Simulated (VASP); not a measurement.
# Ge (I4_1/amd) in VASP: further runs

Ge is run at these levels: PBE; tasks: single point.

All numbers are computed with VASP 6.6.1; they aren't measurements. Logs are shortened: lines on timing, memory, paths and dates and some standing lists are left out, and cuts for length are marked.

## Step 1: The cell of the first run

It takes space group I4_1/amd (No. 141, tetragonal). Conventional cell: a = 3.680 Å, b = 3.680 Å, c = 5.658 Å, α = 90.00°, β = 90.00°, γ = 90.00°. Within 3.1 Å of Ge (site symmetry -4m2) lie 4 Ge at 2.32 Å.

## Step 2: Single point, PBE (strain -0.080 along x and y, +0.000 along z)

Contents of INCAR:

```
SYSTEM = Ge
ALGO     = Normal         ! electronic algorithm
EDIFF    = 1E-6           ! SCF threshold, eV
ENCUT    = 500            ! plane-wave cutoff, eV
GGA      = PE             ! functional
GGA_COMPAT= .FALSE.      
ISIF     = 2              ! what is computed and relaxed
ISMEAR   = 0              ! smearing method
LASPH    = .TRUE.         ! aspherical terms in the spheres
LCHARG   = .TRUE.         ! write CHGCAR
LELF     = .TRUE.         ! ELF
LREAL    = .FALSE.        ! projectors in reciprocal space
LVHAR    = .TRUE.       
LWAVE    = .FALSE.        ! write WAVECAR
NBANDS   = 21             ! bands
NELM     = 120            ! most SCF steps
PREC     = Accurate       ! precision mode
SIGMA    = 0.15           ! smearing width, eV
```

Contents of KPOINTS:

```
k-points
0
G
  14 14 14
  0 0 0
```

Contents of POSCAR:

```
Ge
1.0
    0.0000000000      2.6024684000      2.8287700000
    2.6024684000      0.0000000000      2.8287700000
    2.6024684000      2.6024684000      0.0000000000
Ge
2
Direct
    0.5000000000      0.5000000000      0.5000000000
    0.7500000000      0.7500000000      0.7500000000
```

Potentials or basis: VASP PAW PBE potentials, release 64 (Ge_d).

Launch:

```bash
$ cat potpaw_PBE.64/Ge_d/POTCAR > POTCAR
$ mpirun -np 1 vasp_std > vasp.out
```

OUTCAR:

```text
SYSTEM = Ge
   EDIFF = 1E-6
   ENCUT = 500
   GGA = PE
   ISIF = 2
   ISMEAR = 0
   LASPH = .TRUE.
   LREAL = .FALSE.
   NELM = 120
   PREC = Accurate

 ion  position               nearest neighbor table
   1  0.500  0.500  0.500-   2 2.32   2 2.32   2 2.32   2 2.32
   2  0.750  0.750  0.750-   1 2.32   1 2.32   1 2.32   1 2.32

  LATTYP: Found a body centered tetragonal cell.
 ALAT       =     3.6804461069
 C/A-ratio  =     1.5371886548

  Lattice vectors:

 A1 = (  -2.6024684000,   0.0000000000,   2.8287700000)
 A2 = (   2.6024684000,   0.0000000000,   2.8287700000)
 A3 = (   0.0000000000,   2.6024684000,  -2.8287700000)

Analysis of symmetry for initial positions (statically):
=====================================================================
 Subroutine PRICEL returns:
 Original cell was already a primitive cell.

 Routine SETGRP: Setting up the symmetry group for a
 body centered tetragonal supercell.

 Subroutine GETGRP returns: Found 16 space group operations
 (whereof  8 operations were pure point group operations)
 out of a pool of 16 trial point group operations.

The static configuration has the point symmetry D_2d.
 The point group associated with its full space group is D_4h.

Analysis of symmetry for dynamics (positions and initial velocities):
=====================================================================
 Subroutine PRICEL returns:
 Original cell was already a primitive cell.

 Routine SETGRP: Setting up the symmetry group for a
 body centered tetragonal supercell.

 Subroutine GETGRP returns: Found 16 space group operations
 (whereof  8 operations were pure point group operations)
 out of a pool of 16 trial point group operations.

The dynamic configuration has the point symmetry D_2d.
 The point group associated with its full space group is D_4h.

 Subroutine INISYM returns: Found 16 space group operations
 (whereof  8 operations are pure point group operations),
 and found     1 'primitive' translations

----------------------------------------------------------------------------------------

                                     Primitive cell

  volume of cell :      38.3176

  direct lattice vectors                    reciprocal lattice vectors
     0.000000000  2.602468400  2.828770000    -0.192125292  0.192125292  0.176755268
     2.602468400  0.000000000  2.828770000     0.192125292 -0.192125292  0.176755268
[... 75 lines left out ...]
 SYSTEM =  Ge
   PREC   = accura    normal or accurate (medium, high low for compatibility)
   ISTART =      0    job   : 0-new  1-cont  2-samecut
   ICHARG =      2    charge: 1-file 2-atom 10-const
   ISPIN  =      1    spin polarized calculation?
   LNONCOLLINEAR =      F non collinear calculations
   LSORBIT =      F    spin-orbit coupling
   LASPH  =      T    aspherical Exc in radial PAW
   ENCUT  =  500.0 eV  36.75 Ry    6.06 a.u.   7.01  7.01  6.71*2*pi/ulx,y,z
   NELM   =    120;   NELMIN=  2; NELMDL= -5     # of ELM steps
   EDIFF  = 0.1E-05   stopping-criterion for ELM
   LREAL  =      F    real-space projection
   EDIFFG = 0.1E-04   stopping-criterion for IOM
   NSW    =      0    number of steps for IOM
   IBRION =     -1    ionic relax: 0-MD 1-quasi-New 2-CG
   NFREE  =      0    steps in history (QN), initial steepest desc. (CG)
   ISIF   =      2    stress and relaxation
   ISYM   =      2    0-nonsym 1-usesym 2-fastsym
   POTIM  = 0.5000    time-step for ionic-motion
   TEBEG  =    0.0;   TEEND  =   0.0 temperature during run
   PSTRESS=    0.0 pullay stress
   NELECT =      28.0000    total number of electrons
   NUPDOWN=      -1.0000    fix difference up-down
   EMIN   =  10.00;   EMAX   =-10.00  energy-range for DOS
   EFERMI =   0.00;   METHOD = LEGACY
   ISMEAR =     0;   SIGMA  =   0.15  broadening in eV -4-tet -1-fermi 0-gaus
   EFERMI_NEDOS =   21; number of points for ismear=-14 and -15
   IALGO  =     38    algorithm
   IMIX   =      4    mixing-type and parameters
     AMIX     =   0.40;   BMIX     =  1.00
     AMIX_MAG =   1.60;   BMIX_MAG =  1.00
  volume/ion in A,a.u.               =      19.16       129.29
  Fermi-wavevector in a.u.,A,eV,Ry     =   1.474556  2.786507 29.583364  2.174316
  Thomas-Fermi vector in A             =   2.589313
   LORBIT       =      0    0 simple, 1 ext, 2 COOP (PROOUT), +10 PAW based schemes
   GGA     = PE    functional components
   LHFCALC =     F    Hartree Fock is set to
   AEXX    =    0.0000 exact exchange contribution
   IVDW    =     0    specifies the selected vdW correction
   LEPSILON=     F    determine dielectric tensor
   LRPA    =     F    only Hartree local field effects (RPA)
 non-spin polarized calculation
 Gauss-broadening in eV      SIGMA  =   0.15
  energy-cutoff  :      500.00
  volume of cell :       38.32
 maximum number of plane-waves:      1014
   NGX = 13   NGY = 13   NGZ = 13

 number of electron      28.0000003 magnetization

 Free energy of the ion-electron system (eV)
  ---------------------------------------------------
  ext. energy  EPLUGINS =         0.00000000
  ---------------------------------------------------
  free energy    TOTEN  =        -8.46197942 eV

  energy without entropy =       -8.46084932  energy(sigma->0) =       -8.46141437

 E-fermi :   6.8954     XC(G=0): -10.7545

 val. band max:        6.8925128431   @ k =   0.0714   0.0000   0.0000
 cond. band min:       6.9531538006   @ k =  -0.0714   0.0714   0.0000
 fundamental gap:      0.0606409576
 Fermi energy:         6.8954129595

 k-point     1 :       0.0000    0.0000    0.0000
  band No.  band energies     occupation
      1     -18.3753      2.00000
      2     -18.3753      2.00000
      3     -18.3421      2.00000
      4     -18.3236      2.00000
      5     -18.3033      2.00000
      6     -18.0298      2.00000
[... 565 lines left out ...]
     20      16.7593      0.00000
     21      17.3576      0.00000

 [... further k-points ...]
[... 5 lines left out ...]
  --------------------------------------------------------------------------------------
  -------------------------------------------------------------------------------------
  Total        5.7698007      5.7698007      4.0605932      0.0000000     -0.0000000      0.0000000
  in kB      241.2530597    241.2530597    169.7858529      0.0000000     -0.0000000      0.0000000
  external PRESSURE =     217.4306574 kB  Pullay stress =       0.0000000 kB

 VOLUME and BASIS-vectors are now :
 -----------------------------------------------------------------------------
  energy-cutoff  :      500.00
  volume of cell :       38.32
      direct lattice vectors                 reciprocal lattice vectors
     0.000000000  2.602468400  2.828770000    -0.192125292  0.192125292  0.176755268
     2.602468400  0.000000000  2.828770000     0.192125292 -0.192125292  0.176755268
     2.602468400  2.602468400  0.000000000     0.192125292  0.192125292 -0.176755268

 POSITION                                       TOTAL-FORCE (eV/Angst)
 -----------------------------------------------------------------------------------
      2.60247      2.60247      2.82877         0.000000      0.000000      0.000000
      3.90370      3.90370      4.24315         0.000000      0.000000     -0.000000
 -----------------------------------------------------------------------------------
    total drift:                                0.000000      0.000000      0.000000

  FREE ENERGIE OF THE ION-ELECTRON SYSTEM (eV)
  ---------------------------------------------------
  free  energy   TOTEN  =        -8.4619794163 eV

  energy  without entropy=       -8.4608493223  energy(sigma->0) =       -8.46141437
```

OSZICAR:

```text
N       E                     dE             d eps       ncg     rms          rms(c)
DAV:   1     0.184789516376E+03    0.18479E+03   -0.14089E+04 11573   0.377E+03
DAV:   2     0.167993427422E+02   -0.16799E+03   -0.16233E+03 10273   0.596E+02
DAV:   3    -0.786765506247E+01   -0.24667E+02   -0.24491E+02 11723   0.138E+02
DAV:   4    -0.859981644767E+01   -0.73216E+00   -0.73172E+00 11538   0.282E+01
DAV:   5    -0.861066247729E+01   -0.10846E-01   -0.10846E-01 11741   0.368E+00    0.398E+00
DAV:   6    -0.851000919002E+01    0.10065E+00   -0.32259E-02 13209   0.132E+00    0.234E+00
DAV:   7    -0.846021453489E+01    0.49795E-01   -0.71205E-02 12299   0.210E+00    0.155E-01
DAV:   8    -0.846181914356E+01   -0.16046E-02   -0.57789E-03 11513   0.711E-01    0.470E-02
DAV:   9    -0.846197921694E+01   -0.16007E-03   -0.20088E-04 11621   0.889E-02    0.162E-02
DAV:  10    -0.846197941633E+01   -0.19939E-06   -0.53677E-06 10439   0.266E-02
   1 F= -.84619794E+01 E0= -.84614144E+01  d E =-.113009E-02
```

It took 56 s on 1 thread of Intel Xeon 6975P-C (Granite Rapids), shared host; peak memory 0.26 GiB.

What came out:

```
Free energy            : -8.4620 eV
Pressure               : 21.7 GPa
Band gap on the k mesh : zero (band 14 reaches 7.04 eV, above the bottom of band 15 at 6.81 eV)
```

Stress tensor (GPa, compression positive):
```
24.13  0.00  0.00
 0.00 24.13  0.00
 0.00  0.00 16.98
```

Levels at points of the mesh, in eV from the Fermi level:
```
           k point  band 12  band 13  band 14  band 15  band 16  band 17
(0.00, 0.00, 0.00)    -0.65     0.15     0.15     1.45     2.39     2.39
(0.50, 0.00, 0.00)    -8.62    -2.26    -1.33     0.41     3.59     4.03
(0.50, 0.50, 0.00)   -10.07    -3.35    -3.35     0.91     0.91    10.80
(0.50, 0.00, 0.50)    -9.53    -4.03    -4.03     0.12     0.12    10.27
```

Caveat: the cell differs from its parent crystal (strain -0.080 along x and y, +0.000 along z).

(Part 1 of 3 ends here.)
